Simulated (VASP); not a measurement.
Input of a VASP 6.6.1 run:

Contents of INCAR:

```
SYSTEM = BeS
  PREC = Accurate
  ENCUT = 600
  EDIFF = 1E-7
  ISMEAR = 0
  SIGMA = 0.02
  LREAL = .FALSE.
  LASPH = .TRUE.
  NELM = 120
  ALGO = Normal
  ISIF = 3
  LWAVE = .FALSE.
  LCHARG = .FALSE.
  GGA = PE
  IVDW = 12
  IBRION = 2
  NSW = 100
  EDIFFG = -0.002
  GGA_COMPAT = .FALSE.
  NELMIN = 4
```

Contents of KPOINTS:

```
regular mesh
0
G
  8 8 8
  0 0 0
```

Contents of POSCAR:

```
BeS
1.0
    0.0000000000      2.4351516500      2.4351516500
    2.4351516500      0.0000000000      2.4351516500
    2.4351516500      2.4351516500      0.0000000000
Be S
1 1
Direct
    0.0000000000      0.0000000000      0.0000000000
    0.2500000000      0.2500000000      0.2500000000
```

Potentials or basis: VASP PAW PBE potentials, release 64 (Be, S).

Launch:

```console
$ cat potpaw_PBE.64/Be/POTCAR potpaw_PBE.64/S/POTCAR > POTCAR
$ mpirun -np 1 vasp_std > vasp.out
```

Q: What does it give for the relaxed cell?

A: a = 3.406 Å, b = 3.406 Å, c = 3.406 Å, α = 60.00°, β = 60.00°, γ = 60.00°.

Q: What does it give for the relaxed volume?

A: 13.97 Å³/atom.

The path:
```csv
step,energy change (eV),largest force (eV/Å),pressure (GPa),volume (Å³)
1,0.0000,0.0000,-3.12,28.88
2,-0.0090,0.0000,0.78,27.72
3,-0.0095,0.0000,0.01,27.93
```
